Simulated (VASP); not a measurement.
Runs of VASP 6.6.1 on WSe2. It takes space group P-3m1 (No. 164, trigonal). The conventional cell has a = 3.315 Å, b = 3.315 Å, c = 6.519 Å, α = 90.00°, β = 90.00°, γ = 120.00°. Within 3.4 Å of W (site symmetry -3m) lie 6 Se at 2.54 Å and 6 W at 3.32 Å. Within 3.4 Å of Se (site symmetry 3m) lie 3 W at 2.54 Å and 6 Se at 3.32 Å. 

| level | k mesh | cutoff (eV) | gap on the mesh (eV) | pressure (GPa) | largest force (eV/Å) |
| --- | --- | --- | --- | --- | --- |
| PBE | 6 × 6 × 4 | 520 | none | 3.5 | 0.37 |
| PBE | 2 × 2 × 2 | 500 | 0.08 | 4.1 | (a) |
| PBE | 6 × 6 × 4 | 500 | none | 3.5 | 0.37 |
| PBE+D3(BJ) | 6 × 6 × 4 | 500 | none | -0.1 | 0.37 |

Alike in all rows: task single point; potentials or basis VASP PAW PBE potentials, release 64 (W_sv, Se); no spin polarisation; cell as given; smearing fermi-dirac 0.02 eV.

Task: Estimate the missing entries.

Result: (a) 0.42.

Caveats: all runs use coarse meshes; spin-orbit coupling is left out, which moves the levels of the heavy elements; this functional lacks dispersion, which binds the layers, so the pressure and a relaxed spacing across them are unreliable (some runs).

A k mesh can miss the band edges, and the runs leave out spin-orbit coupling on Se, W.

A gap of «none» marks levels without a gap at the run's occupations.
